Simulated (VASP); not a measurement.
Here is a VASP 6.6.1 calculation.

Contents of INCAR:

```
PREC = Accurate
ENCUT = 520
EDIFF = 1E-6
ISMEAR = -1
SIGMA = 0.05
LREAL = Auto
LASPH = T
NELM = 100
ALGO = Normal
ISIF = 2
LWAVE = F
LCHARG = F
GGA = PE
NBANDS = 46
ISYM = 0
```

Contents of KPOINTS:

```
Automatic mesh
0
Gamma
  1 1 1
  0.25 0.25 0.25
```

POSCAR

```
SiC
1.0
    5.8188710000      0.1233160000     -0.1634130000
    0.1233160000      5.8466490000     -0.1286390000
   -0.1634130000     -0.1286390000      5.4181290000
Si C
8 8
Direct
    0.4277631517      0.1576431155      0.7012570414
    0.8935063861      0.9781765583      0.6915681065
    0.5648627524      0.4701116676      0.0930940573
    1.0425755561      0.6654125329      0.1334880366
    0.6466944392      0.4538140162      0.5527408926
    0.2280282615      0.2545541054      0.1312357768
    0.3527123557      0.8793420931      0.3249842283
    0.4320997066      0.7164878791      0.7363237371
    0.0834512394      0.2321971492      0.7545153736
    0.9969921917      0.4505591795      0.6254282553
    0.6318763893      0.9297752570      0.1826743468
    0.0682969213      0.6818332329      0.7603735441
    0.7958523181      0.2927190672      0.2563683336
   -0.0078239930      0.4372114092      0.3363585282
    0.6231215166      0.9606367488      0.9014742002
    0.7875805617      0.0679081306      0.3422545931
```

Potentials or basis: VASP PAW PBE potentials, release 64 (Si, C).

Command:

```sh
$ cat potpaw_PBE.64/Si/POTCAR potpaw_PBE.64/C/POTCAR > POTCAR
$ mpirun -np 1 vasp_std > vasp.out
```

(1) Predict the largest force.

(2) Predict the band gap on the k mesh.

(3) Predict the pressure.

## Answers

(1) 2.192 eV/Å.

(2) 1.10 eV.

(3) -3.5 GPa.

Caveat: the k points lie up to 1.16 Å⁻¹ apart.
